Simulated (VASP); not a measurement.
# Al (Im-3m) in VASP: notebook

Runs on Al. Level: LDA. Tasks: single point.

Program: VASP 6.6.1. These are calculated values, not measurements. Logs are shortened: lines on timing, memory, paths and dates and some standing lists are left out, and cuts for length are marked.

### Step 1. The cell of the first run

Symmetry: Im-3m, No. 229, cubic system. Conventional cell: a = 3.232 Å, b = 3.232 Å, c = 3.232 Å, α = 90.00°, β = 90.00°, γ = 90.00°. Al (site symmetry m-3m) has 14 Al at 2.80 to 3.23 Å within 3.7 Å.

### Step 2. Single point, LDA (volume scaled by 1.04)

File INCAR:

```
  PREC = Accurate
  ENCUT = 520
  EDIFF = 1E-6
  ISMEAR = -1
  SIGMA = 0.1
  LREAL = F
  LASPH = T
  NELM = 100
  ALGO = Normal
  ISIF = 2
  LWAVE = F
  LCHARG = F
  GGA = CA
  NBANDS = 8
```

File KPOINTS:

```
Automatic mesh
0
Gamma
  16 16 16
```

File POSCAR:

```
Al
1.0
   -1.6161915020      1.6161915020      1.6161915020
    1.6161915020     -1.6161915020      1.6161915020
    1.6161915020      1.6161915020     -1.6161915020
Al
1
Direct
    0.0000000000      0.0000000000      0.0000000000
```

Potentials or basis: VASP PAW LDA potentials, release 64 (Al).

Launch:

```sh
$ cat potpaw_LDA.64/Al/POTCAR > POTCAR
$ mpirun -np 1 vasp_std > vasp.out
```

OUTCAR:

```text
PREC = Accurate
   ENCUT = 520
   EDIFF = 1E-6
   ISMEAR = -1
   LREAL = F
   LASPH = T
   NELM = 100
   ISIF = 2
   GGA = CA

 ion  position               nearest neighbor table
   1  0.000  0.000  0.000-

  LATTYP: Found a body centered cubic cell.
 ALAT       =     3.2323830040

  Lattice vectors:

 A1 = (  -1.6161915020,   1.6161915020,   1.6161915020)
 A2 = (   1.6161915020,  -1.6161915020,   1.6161915020)
 A3 = (   1.6161915020,   1.6161915020,  -1.6161915020)

Analysis of symmetry for initial positions (statically):
=====================================================================
 Subroutine PRICEL returns:
 Original cell was already a primitive cell.

 Routine SETGRP: Setting up the symmetry group for a
 body centered cubic supercell.

 Subroutine GETGRP returns: Found 48 space group operations
 (whereof 48 operations were pure point group operations)
 out of a pool of 48 trial point group operations.

The static configuration has the point symmetry O_h .

Analysis of symmetry for dynamics (positions and initial velocities):
=====================================================================
 Subroutine PRICEL returns:
 Original cell was already a primitive cell.

 Routine SETGRP: Setting up the symmetry group for a
 body centered cubic supercell.

 Subroutine GETGRP returns: Found 48 space group operations
 (whereof 48 operations were pure point group operations)
 out of a pool of 48 trial point group operations.

The dynamic configuration has the point symmetry O_h .

 Subroutine INISYM returns: Found 48 space group operations
 (whereof 48 operations are pure point group operations),
 and found     1 'primitive' translations

----------------------------------------------------------------------------------------

                                     Primitive cell

  volume of cell :      16.8865

  direct lattice vectors                    reciprocal lattice vectors
    -1.616191502  1.616191502  1.616191502     0.000000000  0.309369279  0.309369279
     1.616191502 -1.616191502  1.616191502     0.309369279  0.000000000  0.309369279
     1.616191502  1.616191502 -1.616191502     0.309369279  0.309369279  0.000000000

  length of vectors
     2.799325796  2.799325796  2.799325796     0.437514230  0.437514230  0.437514230

  position of ions in fractional coordinates (direct lattice)
     0.000000000  0.000000000  0.000000000

  ion indices of the primitive-cell ions
   primitive index   ion index
                 1           1

[... 71 lines left out ...]
   EDIFF  = 0.1E-05   stopping-criterion for ELM
   LREAL  =      F    real-space projection
   EDIFFG = 0.1E-04   stopping-criterion for IOM
   NSW    =      0    number of steps for IOM
   IBRION =     -1    ionic relax: 0-MD 1-quasi-New 2-CG
   NFREE  =      0    steps in history (QN), initial steepest desc. (CG)
   ISIF   =      2    stress and relaxation
   ISYM   =      2    0-nonsym 1-usesym 2-fastsym
   POTIM  = 0.5000    time-step for ionic-motion
   TEBEG  =    0.0;   TEEND  =   0.0 temperature during run
   PSTRESS=    0.0 pullay stress
   NELECT =       3.0000    total number of electrons
   NUPDOWN=      -1.0000    fix difference up-down
   EMIN   =  10.00;   EMAX   =-10.00  energy-range for DOS
   EFERMI =   0.00;   METHOD = LEGACY
   ISMEAR =    -1;   SIGMA  =   0.10  broadening in eV -4-tet -1-fermi 0-gaus
   EFERMI_NEDOS =   21; number of points for ismear=-14 and -15
   IALGO  =     38    algorithm
   IMIX   =      4    mixing-type and parameters
     AMIX     =   0.40;   BMIX     =  1.00
     AMIX_MAG =   1.60;   BMIX_MAG =  1.00
  volume/ion in A,a.u.               =      16.89       113.96
  Fermi-wavevector in a.u.,A,eV,Ry     =   0.920313  1.739140 11.523819  0.846977
  Thomas-Fermi vector in A             =   2.045605
   LORBIT       =      0    0 simple, 1 ext, 2 COOP (PROOUT), +10 PAW based schemes
   GGA     = CA    functional components
   LHFCALC =     F    Hartree Fock is set to
   AEXX    =    0.0000 exact exchange contribution
   IVDW    =     0    specifies the selected vdW correction
   LEPSILON=     F    determine dielectric tensor
   LRPA    =     F    only Hartree local field effects (RPA)
 non-spin polarized calculation
  energy-cutoff  :      520.00
  volume of cell :       16.89
 maximum number of plane-waves:       466
 NGX is ok and might be reduce to    24
   NGX = 11   NGY = 11   NGZ = 11

 number of electron       3.0000000 magnetization

 Free energy of the ion-electron system (eV)
  ---------------------------------------------------
  ext. energy  EPLUGINS =         0.00000000
  ---------------------------------------------------
  free energy    TOTEN  =        -4.08954337 eV

  energy without entropy =       -4.07319629  energy(sigma->0) =       -4.08136983

 E-fermi :   7.5361     XC(G=0): -10.2617

 val. band max:        7.5045537205   @ k =   0.3125   0.0625   0.0625
 cond. band min:       7.5539620175   @ k =  -0.4375   0.5000   0.3125
 fundamental gap:      0.0494082970
 Fermi energy:         7.5360690068

 k-point     1 :       0.0000    0.0000    0.0000
  band No.  band energies     occupation
      1      -3.3833      2.00000
      2      20.6118      0.00000
      3      20.6118      0.00000
      4      20.6118      0.00000
      5      21.6486      0.00000
      6      21.6486      0.00000
      7      21.6486      0.00000
      8      23.6612      0.00000
[... 243 lines left out ...]
 k-point    24 :       0.2500    0.1875    0.0000
  band No.  band energies     occupation
      1       0.6487      2.00000
      2       9.0151      0.00000
      3      10.7033      0.00000
      4      15.4548      0.00000
      5      20.6074      0.00000
      6      21.9636      0.00000
      7      25.3648      0.00000
      8      27.3916      0.00000

 [... further k-points ...]
[... 5 lines left out ...]
  --------------------------------------------------------------------------------------
  -------------------------------------------------------------------------------------
  Total       -0.2830498     -0.2830498     -0.2830498      0.0000000      0.0000000     -0.0000000
  in kB      -26.8556073    -26.8556073    -26.8556073      0.0000000      0.0000000     -0.0000000
  external PRESSURE =     -26.8556073 kB  Pullay stress =       0.0000000 kB

 VOLUME and BASIS-vectors are now :
 -----------------------------------------------------------------------------
  energy-cutoff  :      520.00
  volume of cell :       16.89
      direct lattice vectors                 reciprocal lattice vectors
    -1.616191502  1.616191502  1.616191502     0.000000000  0.309369279  0.309369279
     1.616191502 -1.616191502  1.616191502     0.309369279  0.000000000  0.309369279
     1.616191502  1.616191502 -1.616191502     0.309369279  0.309369279  0.000000000

 POSITION                                       TOTAL-FORCE (eV/Angst)
 -----------------------------------------------------------------------------------
      0.00000      0.00000      0.00000        -0.000000     -0.000000     -0.000000
 -----------------------------------------------------------------------------------
    total drift:                                0.000000      0.000000      0.000000

  FREE ENERGIE OF THE ION-ELECTRON SYSTEM (eV)
  ---------------------------------------------------
  free  energy   TOTEN  =        -4.0895433744 eV

  energy  without entropy=       -4.0731962862  energy(sigma->0) =       -4.08136983
```

OSZICAR:

```text
N       E                     dE             d eps       ncg     rms          rms(c)
DAV:   1    -0.271782090413E+01   -0.27178E+01   -0.86841E+02  2328   0.206E+02
DAV:   2    -0.411200659375E+01   -0.13942E+01   -0.13700E+01  3304   0.190E+01
DAV:   3    -0.411862600928E+01   -0.66194E-02   -0.66162E-02  2912   0.143E+00
DAV:   4    -0.411863742666E+01   -0.11417E-04   -0.11417E-04  3464   0.573E-02
DAV:   5    -0.411863745032E+01   -0.23659E-07   -0.23763E-07  2880   0.155E-03    0.126E+00
DAV:   6    -0.410075527245E+01    0.17882E-01   -0.32593E-03  2544   0.218E-01    0.704E-01
DAV:   7    -0.408956800528E+01    0.11187E-01   -0.79312E-03  2624   0.332E-01    0.147E-01
DAV:   8    -0.408954341486E+01    0.24590E-04   -0.30355E-05  3096   0.356E-02    0.128E-02
DAV:   9    -0.408954337443E+01    0.40427E-07   -0.16596E-07  3040   0.195E-03
   1 F= -.40895434E+01 E0= -.40813698E+01  d E =-.163471E-01
```

It took 5.9 s on 1 thread of Intel Xeon 6975P-C, shared host; peak memory 0.13 GiB.

What came out:

```yaml
Free_energy: -4.0895 eV
Pressure: -2.7 GPa
```

Levels at points of the mesh, in eV from the Fermi level:
```csv
k point,band 1,band 2,band 3,band 4,band 5,band 6
"(0.00, 0.00, 0.00)",-10.92,13.08,13.08,13.08,14.11,14.11
"(0.50, 0.00, 0.00)",-4.17,-3.83,7.88,8.24,9.78,11.17
"(0.50, 0.50, 0.50)",1.82,1.82,1.82,3.11,3.11,5.13
```

### Step 3. Single point, LDA (volume scaled by 1.08)

File INCAR:

```
SYSTEM = Al
  ALGO = Normal
  EDIFF = 1E-7
  ENCUT = 520
  ISIF = 2
  ISMEAR = -1
  LASPH = .TRUE.
  LCHARG = .FALSE.
  LREAL = .FALSE.
  LWAVE = .FALSE.
  NBANDS = 8
  NELM = 60
  PREC = Accurate
  SIGMA = 0.1
```

File KPOINTS:

```
k-points
0
G
  16 16 16
  0 0 0
```

File POSCAR:

```
Al
1.0
   -1.6366517943      1.6366517943      1.6366517943
    1.6366517943     -1.6366517943      1.6366517943
    1.6366517943      1.6366517943     -1.6366517943
Al
1
Direct
    0.0000000000      0.0000000000      0.0000000000
```

Potentials or basis: VASP PAW LDA potentials, release 64 (Al).

Launch:

```sh
$ cat potpaw_LDA.64/Al/POTCAR > POTCAR
$ mpirun -np 1 vasp_std > vasp.out
```

OUTCAR:

```text
SYSTEM = Al
   EDIFF = 1E-7
   ENCUT = 520
   ISIF = 2
   ISMEAR = -1
   LASPH = .TRUE.
   LREAL = .FALSE.
   NELM = 60
   PREC = Accurate

 ion  position               nearest neighbor table
   1  0.000  0.000  0.000-

  LATTYP: Found a body centered cubic cell.
 ALAT       =     3.2733035886

  Lattice vectors:

 A1 = (  -1.6366517943,   1.6366517943,   1.6366517943)
 A2 = (   1.6366517943,  -1.6366517943,   1.6366517943)
 A3 = (   1.6366517943,   1.6366517943,  -1.6366517943)

Analysis of symmetry for initial positions (statically):
=====================================================================
[... 436 lines left out ...]
      5      19.9224      0.00000
      6      21.2272      0.00000
      7      24.5684      0.00000
      8      26.5548      0.00000

 [... further k-points ...]
[... 5 lines left out ...]
  --------------------------------------------------------------------------------------
  -------------------------------------------------------------------------------------
  Total       -0.5259195     -0.5259195     -0.5259195      0.0000000     -0.0000000      0.0000000
  in kB      -48.0508363    -48.0508363    -48.0508363      0.0000000     -0.0000000      0.0000000
  external PRESSURE =     -48.0508363 kB  Pullay stress =       0.0000000 kB

 VOLUME and BASIS-vectors are now :
 -----------------------------------------------------------------------------
  energy-cutoff  :      520.00
  volume of cell :       17.54
      direct lattice vectors                 reciprocal lattice vectors
    -1.636651794  1.636651794  1.636651794     0.000000000  0.305501758  0.305501758
     1.636651794 -1.636651794  1.636651794     0.305501758  0.000000000  0.305501758
     1.636651794  1.636651794 -1.636651794     0.305501758  0.305501758  0.000000000

 POSITION                                       TOTAL-FORCE (eV/Angst)
 -----------------------------------------------------------------------------------
      0.00000      0.00000      0.00000         0.000000     -0.000000      0.000000
 -----------------------------------------------------------------------------------
    total drift:                                0.000000      0.000000      0.000000

  FREE ENERGIE OF THE ION-ELECTRON SYSTEM (eV)
  ---------------------------------------------------
  free  energy   TOTEN  =        -4.0742276638 eV

  energy  without entropy=       -4.0578127177  energy(sigma->0) =       -4.06602019
```

OSZICAR:

```text
N       E                     dE             d eps       ncg     rms          rms(c)
DAV:   1    -0.274808114465E+01   -0.27481E+01   -0.91834E+02  2352   0.211E+02
DAV:   2    -0.409500276472E+01   -0.13469E+01   -0.12999E+01  3168   0.182E+01
DAV:   3    -0.410230908960E+01   -0.73063E-02   -0.73041E-02  2896   0.145E+00
DAV:   4    -0.410232140750E+01   -0.12318E-04   -0.12318E-04  3432   0.606E-02
DAV:   5    -0.410232144459E+01   -0.37092E-07   -0.37930E-07  2816   0.206E-03    0.120E+00
DAV:   6    -0.408501373355E+01    0.17308E-01   -0.34597E-03  2584   0.223E-01    0.669E-01
DAV:   7    -0.407425173719E+01    0.10762E-01   -0.83570E-03  2608   0.339E-01    0.140E-01
DAV:   8    -0.407422767270E+01    0.24064E-04   -0.30926E-05  3072   0.365E-02    0.127E-02
DAV:   9    -0.407422766383E+01    0.88779E-08   -0.17422E-07  3216   0.196E-03
   1 F= -.40742277E+01 E0= -.40660202E+01  d E =-.164149E-01
```

stdout:

```text
POSCAR found type information on POSCAR Al
 POSCAR found :  1 types and       1 ions
 scaLAPACK will be used
 LDA part: xc-table for (Slater(with rela. corr.)+CA(PZ))
 , standard interpolation
 POSCAR, INCAR and KPOINTS ok, starting setup
 FFT: planning ... GRIDC
 FFT: planning ... GRID_SOFT
 FFT: planning ... GRID
 WAVECAR not read
 entering main loop
```

It took 6.5 s on 1 thread of Intel Xeon 6975P-C, shared host; peak memory 0.13 GiB.

What came out:

- Free energy: -4.0742 eV
- Pressure: -4.8 GPa

### Step 4. Single point, LDA (volume scaled by 1.12)

File INCAR:

```
ALGO     = Normal         # electronic algorithm
EDIFF    = 1E-7           # SCF threshold, eV
ENCUT    = 520            # plane-wave cutoff, eV
GGA      = CA             # functional
ISIF     = 2              # what is computed and relaxed
ISMEAR   = -1             # smearing method
LASPH    = T              # aspherical terms in the spheres
LCHARG   = F              # write CHGCAR
LREAL    = F              # projectors in reciprocal space
LWAVE    = F              # write WAVECAR
NBANDS   = 8              # bands
NELM     = 100            # most SCF steps
PREC     = Accurate       # precision mode
SIGMA    = 0.1            # smearing width, eV
```

File KPOINTS:

```
k-points
0
Gamma
  16 16 16
```

File POSCAR:

```
Al
1.0
   -1.6566129298      1.6566129298      1.6566129298
    1.6566129298     -1.6566129298      1.6566129298
    1.6566129298      1.6566129298     -1.6566129298
Al
1
Direct
    0.0000000000      0.0000000000      0.0000000000
```

Launch:

```sh
$ cat potpaw_LDA.64/Al/POTCAR > POTCAR
$ mpirun -np 1 vasp_std > vasp.out
```

Run time: 7 s. Hardware: 1 thread of Intel Xeon 6975P-C, shared host; peak memory 0.13 GiB.

It converged, with:

```yaml
Free_energy: -4.0512 eV
Pressure: -6.5 GPa
```

Levels at points of the mesh, in eV from the Fermi level:
```tsv
k point	band 1	band 2	band 3	band 4
(0.00, 0.00, 0.00)	-10.41	12.67	12.67	12.67
(0.50, 0.00, 0.00)	-3.88	-3.75	7.37	8.09
(0.50, 0.50, 0.50)	1.73	1.73	1.73	3.23
```

### Step 5. Overview

```csv
cell,gap on the mesh (eV),pressure (GPa)
"a = 2.799 Å, angles 109.5°, 1 atom",none,-2.7
"a = 2.835 Å, angles 109.5°, 1 atom",none,-4.8
"a = 2.869 Å, angles 109.5°, 1 atom",none,-6.5
```

Alike in all rows: task single point; level LDA; potentials or basis VASP PAW LDA potentials, release 64 (Al); no spin polarisation; k mesh 16 × 16 × 16; cutoff (eV) 520; smearing fermi-dirac 0.1 eV.

Total energies depend on the potentials used, so only differences within one code and one set of settings carry meaning.
